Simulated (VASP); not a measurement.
## O: single point with PBE+D3(BJ)

O:

```
O
1.0
     0.25490    1.77103    4.46251
     2.10814    0.44809    4.38123
     2.14434    1.61203    0.17183
O
2
Direct
  0.04306 0.09826 0.89363
  0.95694 0.90174 0.10637
```

This cell differs from its parent crystal: all atoms moved at random, sigma 0.02 Å a component, cell strained at random, sigma 0.1, then relaxed in part.

```
Program                : VASP 6.6.1
Task                   : single point
Functional             : PBE
Dispersion             : D3(BJ)
Potentials or basis    : VASP PAW PBE potentials, release 64 (O)
Cutoff                 : 520 eV
k mesh                 : 14 × 14 × 14
Occupations            : gaussian, width 0.15 eV
Spin                   : no spin polarisation
Dipole correction      : no
Further INCAR settings : ALGO = Normal; EDIFF = 1e-06; NBANDS = 13
```

| Item | Value |
| --- | --- |
| Pressure | 3.2 GPa |
| Largest force | 1.239 eV/Å |
| Band gap on the k mesh | zero (band 6 reaches 0.47 eV, above the bottom of band 7 at -0.71 eV) |
| Dispersion energy per atom | -0.065 eV |

Forces on the atoms (eV/Å):
```
O   -0.021 -0.103  1.235
O    0.021  0.103 -1.235
```

Stress tensor (GPa, compression positive):
```
 0.88 -4.69 -0.54
-4.69  0.11 -0.85
-0.54 -0.85  8.75
```

Levels at points of the mesh, in eV from the Fermi level:
```csv
k point,band 4,band 5,band 6,band 7,band 8,band 9
"(0.00, 0.00, 0.00)",-6.14,-4.44,0.59,1.93,8.52,10.11
"(0.50, 0.00, 0.00)",-7.02,-5.92,-2.05,0.78,10.35,13.54
"(0.00, 0.50, 0.00)",-6.78,-5.91,-2.19,0.74,9.56,14.07
"(0.50, 0.50, 0.00)",-6.14,-4.44,0.59,1.93,5.84,10.12
"(0.00, 0.00, 0.50)",-7.38,-4.57,-1.76,1.83,8.50,12.41
"(0.50, 0.00, 0.50)",-6.90,-6.56,-2.01,-0.02,9.85,12.33
"(0.00, 0.50, 0.50)",-6.90,-6.82,-1.83,-0.01,10.84,11.97
"(0.50, 0.50, 0.50)",-7.71,-4.57,-1.54,1.84,9.65,11.81
```

Run time: 5.2 min on 1 thread of Intel(R) Xeon(R) Platinum 8488C (Sapphire Rapids), with other jobs on the host, peak memory 0.45 GiB.

Caveat: the cell differs from its parent crystal (all atoms moved at random, sigma 0.02 Å a component, cell strained at random, sigma 0.1, then relaxed in part); the standard files for N, O and F lose accuracy on very short bonds; spin is off for a triplet molecule; pairwise dispersion overbinds metals, which lowers pressure and volume; forces of over 1 eV/Å act on the atoms, so gaps and moduli don't describe the material at rest.
